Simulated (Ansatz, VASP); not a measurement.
# AlN in VASP and in Ansatz

```
Al N
1.0
     0.00000    2.04911    2.04911
     2.04911    0.00000    2.04911
     2.04911    2.04911    0.00000
Al N
1 1
Direct
  0.00000 0.00000 0.00000
  0.50000 0.50000 0.50000
```

Alike in both runs: task single point; functional PBE; k mesh 10 × 10 × 10; no spin polarisation.

|  | VASP | Ansatz |
| --- | --- | --- |
| version | VASP 6.6.1 | Ansatz 0.2.0 |
| potentials or method | VASP PAW PBE potentials, release 64 (Al, N), cutoff 600 eV | scalar-relativistic, plane waves, PAW |
| occupations | gaussian, width 0.01 eV | fixed |
| valence electrons in the cell | 8 | 8 |

VASP gave:

| Item | Value |
| --- | --- |
| gap on the k mesh at the Fermi level (eV) | 4.22 |
| least direct gap on the mesh (eV) | 5.11 |
| pressure (GPa) | -5.3 |

Q: What did Ansatz give for the same quantities?

A: gap on the k mesh at the Fermi level (eV): 4.24; least direct gap on the mesh (eV): 5.10; pressure (GPa): -4.9.
